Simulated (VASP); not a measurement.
# BIr12 in VASP: a series of runs, part 2 of 2

VASP 6.6.1. The steps go on from the part before.

## (4) Single point, PBE

INCAR reads:

```
ALGO = Normal
EDIFF = 1E-6
ENCUT = 520
GGA = PE
ISIF = 2
ISMEAR = 0
LASPH = T
LCHARG = F
LREAL = F
LWAVE = F
NBANDS = 68
NELM = 100
PREC = Accurate
SIGMA = 0.05
```

KPOINTS reads:

```
k-points
0
Gamma
  4 4 1
```

POSCAR reads:

```
BIr12
1.0
    5.4305800000      0.0000000000      0.0000000000
    2.7152900000      4.7030200000      0.0000000000
    0.0000000000      0.0000000000     15.4340500000
Ir B
12 1
Direct
    0.1666666312      0.1666667375      0.0647918077
    0.6666666312      0.1666667375      0.0647918077
    0.1666666312      0.6666667375      0.0647918077
    0.6666666312      0.6666667375      0.0647918077
   -0.1660229093      0.3339771041      0.2078116243
    0.3320458053      0.3339771041      0.2078116243
   -0.1660230022      0.8320460045      0.2078116243
    0.3333333688      0.8333332625      0.2046402597
   -0.0115485090      0.0057743748      0.3541163855
    0.5057741342      0.0057743748      0.3541163855
    0.0000000000      0.5000000000      0.3480880909
    0.5057742684      0.4884514631      0.3541163855
    0.3333333688      0.8333332625      0.4322530379
```

Potentials or basis: VASP PAW PBE potentials, release 64 (Ir, B).

The run is started by

```console
cat potpaw_PBE.64/Ir/POTCAR potpaw_PBE.64/B/POTCAR > POTCAR
mpirun -np 1 vasp_std > vasp.out
```

OUTCAR:

```text
EDIFF = 1E-6
   ENCUT = 520
   GGA = PE
   ISIF = 2
   ISMEAR = 0
   LASPH = T
   LREAL = F
   NELM = 100
   PREC = Accurate

 ion  position               nearest neighbor table
   1  0.167  0.167  0.065-   8 2.67   5 2.71   6 2.71   3 2.72   3 2.72   4 2.72   4 2.72   2 2.72
                             2 2.72
   2  0.667  0.167  0.065-   7 2.71   6 2.71   5 2.71   4 2.72   3 2.72   4 2.72   3 2.72   1 2.72
                             1 2.72
[... 508 lines left out ...]
 -----------------------------------------------------------------------------
  energy-cutoff  :      520.00
  volume of cell :      394.19
      direct lattice vectors                 reciprocal lattice vectors
     5.430580000  0.000000000  0.000000000     0.184142394 -0.106314666  0.000000000
     2.715290000  4.703020000  0.000000000     0.000000000  0.212629332  0.000000000
     0.000000000  0.000000000 15.434050000     0.000000000  0.000000000  0.064791808

 POSITION                                       TOTAL-FORCE (eV/Angst)
 -----------------------------------------------------------------------------------
      1.35764      0.78384      1.00000        -0.000000     -0.220856     -0.021492
      4.07293      0.78384      1.00000         0.000000     -0.000000     -0.086445
      2.71529      3.13535      1.00000         0.191267      0.110428     -0.021492
      5.43058      3.13535      1.00000        -0.191267      0.110428     -0.021492
      5.43582      1.57070      3.20738        -0.009723     -0.005614     -0.003762
      2.71005      1.57070      3.20738         0.009723     -0.005614     -0.003762
      6.78823      3.91313      3.20738         0.000000      0.011227     -0.003762
      4.07294      3.91918      3.15843         0.000000     -0.000000      0.034789
      5.38354      0.02716      5.46545        -0.071439      0.041245     -0.020605
      2.76233      0.02716      5.46545         0.071439      0.041245     -0.020605
      1.35764      2.35151      5.37241         0.000000     -0.000000      0.041164
      4.07293      2.29720      5.46545         0.000000     -0.082491     -0.020605
      4.07294      3.91918      6.67141         0.000000     -0.000000      0.148069
 -----------------------------------------------------------------------------------
    total drift:                                0.000007     -0.000492     -0.000505

  FREE ENERGIE OF THE ION-ELECTRON SYSTEM (eV)
  ---------------------------------------------------
  free  energy   TOTEN  =      -105.5337035684 eV

  energy  without entropy=     -105.5216782893  energy(sigma->0) =     -105.52769093
```

Wall time 5.3 min (1 thread of Intel Xeon Platinum 8488C (Sapphire Rapids), shared host); peak memory 0.49 GiB.

Results:

- Free energy: -105.5337 eV
- Largest force: 0.222 eV/Å
- Band gap on the k mesh: zero (an odd number of electrons rules out a gap without spin polarisation)

Forces in eV/Å, atoms in the order of the input:
```
Ir   0.000 -0.221 -0.021
Ir   0.000  0.000 -0.086
Ir   0.191  0.110 -0.021
Ir  -0.191  0.110 -0.021
Ir  -0.010 -0.006 -0.004
Ir   0.010 -0.006 -0.004
Ir   0.000  0.011 -0.004
Ir   0.000  0.000  0.035
Ir  -0.071  0.041 -0.021
Ir   0.071  0.041 -0.021
Ir   0.000  0.000  0.041
Ir   0.000 -0.082 -0.021
B    0.000  0.000  0.148
```

Caveat: there is no dipole correction, which matters where the two faces differ; spin-orbit coupling is left out, which moves the levels of the heavy elements.

## (5) Single point, PBE

INCAR reads:

```
SYSTEM = BIr12
PREC = Accurate ; ENCUT = 520
EDIFF = 1E-6 ; ISMEAR = 0
SIGMA = 0.05 ; LREAL = .FALSE.
LASPH = .TRUE. ; NELM = 100
ALGO = Normal ; ISIF = 2
LWAVE = .FALSE. ; LCHARG = .FALSE.
GGA = PE ; NBANDS = 68
```

KPOINTS reads:

```
Automatic mesh
0
G
  4 4 1
  0 0 0
```

POSCAR is that of step 4.

Potentials or basis: VASP PAW PBE potentials, release 64 (Ir, B).

The run is started by

```console
cat potpaw_PBE.64/Ir/POTCAR potpaw_PBE.64/B/POTCAR > POTCAR
mpirun -np 1 vasp_std > vasp.out
```

OUTCAR:

```text
SYSTEM = BIr12
   PREC = Accurate
   ENCUT = 520
   EDIFF = 1E-6
   ISMEAR = 0
   LREAL = .FALSE.
   LASPH = .TRUE.
   NELM = 100
   ISIF = 2
   GGA = PE

 ion  position               nearest neighbor table
   1  0.167  0.167  0.065-   8 2.67   5 2.71   6 2.71   3 2.72   3 2.72   4 2.72   4 2.72   2 2.72
                             2 2.72
   2  0.667  0.167  0.065-   7 2.71   6 2.71   5 2.71   4 2.72   3 2.72   4 2.72   3 2.72   1 2.72
                             1 2.72
   3  0.167  0.667  0.065-   8 2.67   6 2.71   7 2.71   1 2.72   1 2.72   2 2.72   2 2.72   4 2.72
                             4 2.72
   4  0.667  0.667  0.065-   8 2.67   5 2.71   7 2.71   2 2.72   1 2.72   2 2.72   1 2.72   3 2.72
                             3 2.72
   5  0.834  0.334  0.208-  11 2.67   6 2.70   7 2.70   1 2.71   4 2.71   2 2.71   8 2.72   8 2.72
                             7 2.73   6 2.73   9 2.74  12 2.74
   6  0.332  0.334  0.208-  11 2.67   5 2.70   7 2.70   1 2.71   3 2.71   2 2.71   8 2.72   8 2.72
                             7 2.73   5 2.73  10 2.74  12 2.74
   7  0.834  0.832  0.208-  11 2.67   6 2.70   5 2.70   3 2.71   4 2.71   2 2.71   8 2.72   8 2.72
                             6 2.73   5 2.73   9 2.74  10 2.74
[... 490 lines left out ...]
  Direction    XX          YY          ZZ          XY          YZ          ZX
  --------------------------------------------------------------------------------------
  -------------------------------------------------------------------------------------
  Total       -2.8743377     -2.8743374      0.6922390      0.0000000      0.0000000      0.0000000
  in kB      -11.6827594    -11.6827582      2.8136089      0.0000000      0.0000000      0.0000000
  external PRESSURE =      -6.8506362 kB  Pullay stress =       0.0000000 kB

 VOLUME and BASIS-vectors are now :
 -----------------------------------------------------------------------------
  energy-cutoff  :      520.00
  volume of cell :      394.19
      direct lattice vectors                 reciprocal lattice vectors
     5.430580000  0.000000000  0.000000000     0.184142394 -0.106314666  0.000000000
     2.715290000  4.703020000  0.000000000     0.000000000  0.212629332  0.000000000
     0.000000000  0.000000000 15.434050000     0.000000000  0.000000000  0.064791808

 POSITION                                       TOTAL-FORCE (eV/Angst)
 -----------------------------------------------------------------------------------
      1.35764      0.78384      1.00000        -0.000000     -0.220856     -0.021492
      4.07293      0.78384      1.00000         0.000000     -0.000000     -0.086445
      2.71529      3.13535      1.00000         0.191267      0.110428     -0.021492
      5.43058      3.13535      1.00000        -0.191267      0.110428     -0.021492
      5.43582      1.57070      3.20738        -0.009723     -0.005614     -0.003762
      2.71005      1.57070      3.20738         0.009723     -0.005614     -0.003762
      6.78823      3.91313      3.20738         0.000000      0.011227     -0.003762
      4.07294      3.91918      3.15843         0.000000     -0.000000      0.034789
      5.38354      0.02716      5.46545        -0.071439      0.041245     -0.020605
      2.76233      0.02716      5.46545         0.071439      0.041245     -0.020605
      1.35764      2.35151      5.37241         0.000000     -0.000000      0.041164
      4.07293      2.29720      5.46545         0.000000     -0.082491     -0.020605
      4.07294      3.91918      6.67141         0.000000     -0.000000      0.148069
 -----------------------------------------------------------------------------------
    total drift:                                0.000007     -0.000492     -0.000505

  FREE ENERGIE OF THE ION-ELECTRON SYSTEM (eV)
  ---------------------------------------------------
  free  energy   TOTEN  =      -105.5337035684 eV

  energy  without entropy=     -105.5216782893  energy(sigma->0) =     -105.52769093
```

OSZICAR:

```text
N       E                     dE             d eps       ncg     rms          rms(c)
DAV:   1     0.113187011263E+04    0.11319E+04   -0.45895E+04   544   0.145E+03
DAV:   2     0.437389928486E+01   -0.11275E+04   -0.10594E+04   544   0.445E+02
DAV:   3    -0.106376882070E+03   -0.11075E+03   -0.10170E+03   736   0.128E+02
[... 21 lines left out ...]
DAV:  25    -0.105533685917E+03   -0.40497E-04   -0.74057E-06   536   0.110E-02    0.250E-02
DAV:  26    -0.105533687092E+03   -0.11748E-05   -0.20494E-06   388   0.137E-02    0.151E-02
DAV:  27    -0.105533699824E+03   -0.12732E-04   -0.27329E-06   444   0.432E-03    0.134E-02
DAV:  28    -0.105533702999E+03   -0.31750E-05   -0.23480E-06   436   0.113E-02    0.265E-03
DAV:  29    -0.105533703568E+03   -0.56935E-06   -0.83956E-07   324   0.407E-03
   1 F= -.10553370E+03 E0= -.10552769E+03  d E =-.120253E-01
```

Wall time 4.8 min (1 thread of Intel Xeon Platinum 8488C (Sapphire Rapids), shared host); peak memory 0.49 GiB.

What came out:

| Item | Value |
| --- | --- |
| Free energy | -105.5337 eV |
| Largest force | 0.222 eV/Å |
| Band gap on the k mesh | zero (an odd number of electrons rules out a gap without spin polarisation) |

Forces in eV/Å, atoms in the order of the input:
```
Ir   0.000 -0.221 -0.021
Ir   0.000  0.000 -0.086
Ir   0.191  0.110 -0.021
Ir  -0.191  0.110 -0.021
Ir  -0.010 -0.006 -0.004
Ir   0.010 -0.006 -0.004
Ir   0.000  0.011 -0.004
Ir   0.000  0.000  0.035
Ir  -0.071  0.041 -0.021
Ir   0.071  0.041 -0.021
Ir   0.000  0.000  0.041
Ir   0.000 -0.082 -0.021
B    0.000  0.000  0.148
```

Levels at points of the mesh, in eV from the Fermi level:
| k point | band 51 | band 52 | band 53 | band 54 | band 55 | band 56 | band 57 | band 58 | band 59 | band 60 |
| --- | --- | --- | --- | --- | --- | --- | --- | --- | --- | --- |
| (0.00, 0.00, 0.00) | 0.33 | 0.33 | 0.34 | 0.42 | 0.62 | 0.62 | 0.81 | 0.81 | 1.05 | 1.06 |
| (0.50, 0.00, 0.00) | -1.15 | -1.08 | -0.97 | -0.70 | -0.62 | -0.56 | -0.42 | -0.33 | 0.12 | 0.25 |

Caveat: there is no dipole correction, which matters where the two faces differ; spin-orbit coupling is left out, which moves the levels of the heavy elements.
